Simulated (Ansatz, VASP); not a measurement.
Cu in VASP and in Ansatz

INCAR

```
PREC = Accurate
ENCUT = 600
EDIFF = 1E-7
ISMEAR = 0
SIGMA = 0.1
LREAL = False
LASPH = True
NELM = 100
ALGO = Normal
ISIF = 3
LWAVE = False
LCHARG = False
GGA = PS
IBRION = 2
NSW = 90
EDIFFG = -0.04
```

Contents of KPOINTS:

```
regular mesh
0
Gamma
  6 6 6
```

POSCAR

```
Cu
1.0
    4.2199435286      0.0000000000      0.0000000000
   -2.1099717643      3.6545782983      0.0000000000
    0.0000000000      0.0000000000      2.5870088588
Cu
3
Direct
    0.0000000000      0.0000000000      0.0000000000
    0.3333333333      0.6666666667      0.5000000000
    0.6666666667      0.3333333333      0.5000000000
```

Input for Ansatz:

```yaml
crystal:
  lattice:
    - [4.2199435286, 0.0, 0.0]
    - [-2.1099717643, 3.6545782983, 0.0]
    - [0.0, 0.0, 2.5870088588]
  atoms:
    - { symbol: Cu, position: [0.0, 0.0, 0.0] }
    - { symbol: Cu, position: [0.3333333333, 0.6666666667, 0.5] }
    - { symbol: Cu, position: [0.6666666667, 0.3333333333, 0.5] }
basis:
  ecutwfc: 420
kpoints:
  mp_grid: { grid: [6, 6, 6] }
hamiltonian:
  xc: pbesol
scf:
  occupations: { method: gaussian, width: 0.1 }
  lower_state_search: "off"
output:
  forces: true
  stress: true
  eigenvalues: true
relax:
  adjacent_minimum: "off"
  f_tol: 0.04
  max_steps: 70
  cell: { stress_tol: 0.4 }
```

Alike in both runs: task relaxation of cell and atoms; functional PBEsol; k mesh 6 × 6 × 6; occupations gaussian, width 0.1 eV; no spin polarisation.

```csv
,VASP,Ansatz
version,VASP 6.6.1,Ansatz 0.2.0
potentials or method,"VASP PAW PBE potentials, release 64 (Cu), cutoff 600 eV","scalar-relativistic, plane waves, PAW"
valence electrons in the cell,33,57
```

VASP gave:

| Item | Value |
| --- | --- |
| gap on the k mesh at the Fermi level, each at its own relaxed structure (eV) | none |
| relaxed volume (Å³/atom) | 11.56 |
| relaxed length of the cell vector where the two differ most in proportion (Å) | 4.076 |

Q: Which values does Ansatz return?

A: gap on the k mesh at the Fermi level, each at its own relaxed structure (eV): none; relaxed volume (Å³/atom): 11.54; relaxed length of the cell vector where the two differ most in proportion (Å): 4.073.

VASP's potentials were made for PBE, not for PBEsol. A gap of «none» marks a metal or a gap that the smearing closes. VASP's potentials hold 33 valence electrons a cell and Ansatz's 57, so a difference there can come from the potentials and not from the codes.

The k mesh is coarse, so the values compare programs but aren't converged.
